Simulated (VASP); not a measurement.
# Ti3N5 in VASP: further runs, part 2 of 2

VASP 6.6.1. Earlier steps stand in the parts before.

## 4. Single point, PBE, collinear spin

Contents of INCAR:

```
SYSTEM = Ti3N5
PREC = Accurate
ENCUT = 520
EDIFF = 1E-7
ISMEAR = 0
SIGMA = 0.1
LREAL = .FALSE.
LASPH = .TRUE.
NELM = 150
ALGO = Normal
ISIF = 2
LWAVE = .FALSE.
LCHARG = .FALSE.
ISPIN = 2
MAGMOM = 0 0 0 0 3 0 0 0
LORBIT = 11
LMAXMIX = 4
LDIPOL = .TRUE.
IDIPOL = 3
DIPOL = 0.5 0.5 0.347
GGA = PE
NBANDS = 44
```

Contents of KPOINTS:

```
Automatic mesh
0
G
  9 9 1
  0 0 0
```

Contents of POSCAR:

```
Ti3N5
1.0
    3.0028555063      0.0000000000      0.0000000000
   -1.5014277532      2.6005491524      0.0000000000
    0.0000000000      0.0000000000     24.1233847547
N Ti
5 3
Direct
    0.3333333333      0.6666666667      0.1658142106
    0.0000000000      0.0000000000      0.2674509120
    0.6666666667      0.3333333333      0.3654788005
    0.3333333333      0.6666666667      0.4611038156
    0.8888888889      0.1111111111      0.5477417406
    0.6666666667      0.3333333333      0.2166325614
    0.3333333333      0.6666666667      0.3190139885
    0.0000000000      0.0000000000      0.4290633808
```

Potentials or basis: VASP PAW PBE potentials, release 64 (N, Ti_sv).

The run is started by

```console
cat potpaw_PBE.64/N/POTCAR potpaw_PBE.64/Ti_sv/POTCAR > POTCAR
mpirun -np 1 vasp_std > vasp.out
```

OUTCAR:

```text
SYSTEM = Ti3N5
   PREC = Accurate
   ENCUT = 520
   EDIFF = 1E-7
   ISMEAR = 0
   LREAL = .FALSE.
   LASPH = .TRUE.
   NELM = 150
   ISIF = 2
   ISPIN = 2
   LORBIT = 11
   GGA = PE

 ion  position               nearest neighbor table
   1  0.333  0.667  0.166-   6 2.12   6 2.12   6 2.12
   2  0.000  0.000  0.267-   6 2.12   6 2.12   6 2.12   7 2.13   7 2.13   7 2.13
   3  0.667  0.333  0.365-   7 2.06   7 2.06   7 2.06   8 2.31   8 2.31   8 2.31
   4  0.333  0.667  0.461-   8 1.90   8 1.90   8 1.90
   5  0.889  0.111  0.548-
   6  0.667  0.333  0.217-   2 2.12   2 2.12   2 2.12   1 2.12   1 2.12   1 2.12
   7  0.333  0.667  0.319-   3 2.06   3 2.06   3 2.06   2 2.13   2 2.13   2 2.13
   8  0.000  0.000  0.429-   4 1.90   4 1.90   4 1.90   3 2.31   3 2.31   3 2.31

  LATTYP: Found a hexagonal cell.
 ALAT       =     3.0028555063
 C/A-ratio  =     8.0334816990

  Lattice vectors:

 A1 = (   3.0028555063,   0.0000000000,   0.0000000000)
 A2 = (  -1.5014277532,   2.6005491524,   0.0000000000)
 A3 = (   0.0000000000,   0.0000000000,  24.1233847547)

Analysis of symmetry for initial positions (statically):
=====================================================================
 Subroutine PRICEL returns:
 Original cell was already a primitive cell.

 Routine SETGRP: Setting up the symmetry group for a
 hexagonal supercell.

 Subroutine GETGRP returns: Found  2 space group operations
 (whereof  2 operations were pure point group operations)
 out of a pool of 24 trial point group operations.

The static configuration has the point symmetry C_1h.

Analysis of symmetry for dynamics (positions and initial velocities):
=====================================================================
 Subroutine PRICEL returns:
 Original cell was already a primitive cell.

 Routine SETGRP: Setting up the symmetry group for a
 hexagonal supercell.

 Subroutine GETGRP returns: Found  2 space group operations
[... 1276 lines left out ...]
      2     -58.0447      1.00000
      3     -57.6721      1.00000
      4     -35.3368      1.00000
      5     -35.0236      1.00000
      6     -35.0230      1.00000
[... 1069 lines left out ...]
     41       2.4298      0.00000
     42       2.8957      0.00000

 [... further k-points ...]

 [bands above 42 left out]

------------------------ aborting loop because EDIFF is reached ----------------------------------------

 vacuum level on the upper side and lower side of the slab       (xc-potential included)        -0.652         0.512

  FORCE on cell =-STRESS in cart. coord.  units (eV):
  Direction    XX          YY          ZZ          XY          YZ          ZX
  --------------------------------------------------------------------------------------
  -------------------------------------------------------------------------------------
  Total        2.0930239      2.2745509     -2.9814789      0.1572070     -0.0570769      0.0988600
  in kB       17.8011075     19.3449893    -25.3573918      1.3370409     -0.4854373      0.8408016
  external PRESSURE =       3.9295683 kB  Pullay stress =       0.0000000 kB

 VOLUME and BASIS-vectors are now :
 -----------------------------------------------------------------------------
  energy-cutoff  :      520.00
  volume of cell :      188.38
      direct lattice vectors                 reciprocal lattice vectors
     3.002855506  0.000000000  0.000000000     0.333016357  0.192267083  0.000000000
    -1.501427753  2.600549152  0.000000000     0.000000000  0.384534166  0.000000000
     0.000000000  0.000000000 24.123384755     0.000000000  0.000000000  0.041453553

 POSITION                                       TOTAL-FORCE (eV/Angst)
 -----------------------------------------------------------------------------------
     -0.00000      1.73370      4.00000        -0.001617      0.000934      4.368306
      0.00000      0.00000      6.45182        -0.002383      0.001376      1.263317
      1.50143      0.86685      8.81659        -0.016500      0.009526      0.146087
     -0.00000      1.73370     11.12338        -0.022041      0.012725     -0.209294
      2.50238      0.28895     13.21338         0.033148     -0.019138      0.298626
      1.50143      0.86685      5.22591         0.001974     -0.001140     -5.713673
     -0.00000      1.73370      7.69570         0.005185     -0.002994     -0.006926
      0.00000      0.00000     10.35046         0.002234     -0.001290     -0.146445
 -----------------------------------------------------------------------------------
    total drift:                               -0.000003      0.000002     -0.000126

  FREE ENERGIE OF THE ION-ELECTRON SYSTEM (eV)
  ---------------------------------------------------
  free  energy   TOTEN  =       -67.3266015064 eV

  energy  without entropy=      -67.3173482057  energy(sigma->0) =      -67.32197486

 vacuum level on the upper side and lower side of the slab         5.746         6.935

 total charge

# of ion       s       p       d       tot
------------------------------------------
    1        1.311   2.200   0.000   3.511
    2        1.253   2.497   0.000   3.750
    3        1.251   2.478   0.000   3.729
    4        1.301   2.451   0.000   3.752
    5        1.368   1.925   0.000   3.293
    6        2.193   6.225   1.894  10.312
    7        2.199   6.254   1.898  10.351
    8        2.230   6.263   1.982  10.475
--------------------------------------------------
tot         13.105  30.293   5.774  49.172

 magnetization (x)

# of ion       s       p       d       tot
------------------------------------------
    1       -0.001  -0.020   0.000  -0.021
    2       -0.000   0.001   0.000   0.000
    3        0.001   0.005   0.000   0.005
    4        0.011   0.030   0.000   0.041
    5        0.044   1.850   0.000   1.894
    6       -0.000  -0.000   0.006   0.006
    7       -0.000   0.000  -0.009  -0.009
    8        0.001   0.001   0.068   0.070
--------------------------------------------------
tot          0.055   1.866   0.065   1.986
```

It took 42 min on 1 thread of Intel Xeon 8259CL, shared host; peak memory 0.58 GiB.

What came out:

```
Free energy                                           : -67.3266 eV
Largest force                                         : 5.714 eV/Å
Net moment                                            : 2.93 μB per cell
Site moments                                          : N -0.02, +0.00, +0.01, +0.04, +1.89; Ti +0.01, -0.01, +0.07 μB
Valence electrons inside the program's atomic spheres : N 3.51, 3.75, 3.73, 3.29 (each value once); Ti 10.31, 10.35, 10.47
```

Forces in eV/Å, atoms in the order of the input:
```
N   -0.002  0.001  4.368
N   -0.002  0.001  1.263
N   -0.017  0.010  0.146
N   -0.022  0.013 -0.209
N    0.033 -0.019  0.299
Ti   0.002 -0.001 -5.714
Ti   0.005 -0.003 -0.007
Ti   0.002 -0.001 -0.146
```

Levels at points of the mesh, in eV from the Fermi level:
Spin up:
```
           k point  band 28  band 29  band 30  band 31  band 32  band 33  band 34  band 35  band 36  band 37
(0.00, 0.00, 0.00)    -0.62    -0.31    -0.26     0.07     0.08     0.34     0.35     1.15     1.72     1.73
```
Spin down:
| k point | band 26 | band 27 | band 28 | band 29 | band 30 | band 31 | band 32 | band 33 |
| --- | --- | --- | --- | --- | --- | --- | --- | --- |
| (0.00, 0.00, 0.00) | -2.16 | -0.79 | 0.06 | 0.06 | 0.34 | 0.34 | 1.08 | 1.73 |

## 5. Summary

| cell | gap on the mesh (eV) | moment (μB) | largest force (eV/Å) |
| --- | --- | --- | --- |
| as given, atomic positions A | none | 3.00 | 5.73 |
| as given, atomic positions B | none | 2.92 | 5.71 |
| as given, atomic positions C | none | 2.93 | 5.71 |

Alike in all rows: task single point; level PBE; potentials or basis VASP PAW PBE potentials, release 64 (N, Ti_sv); spin collinear; k mesh 9 × 9 × 1; cutoff (eV) 520; smearing gaussian 0.1 eV.

Absolute energies hang on the potentials; compare differences alone.
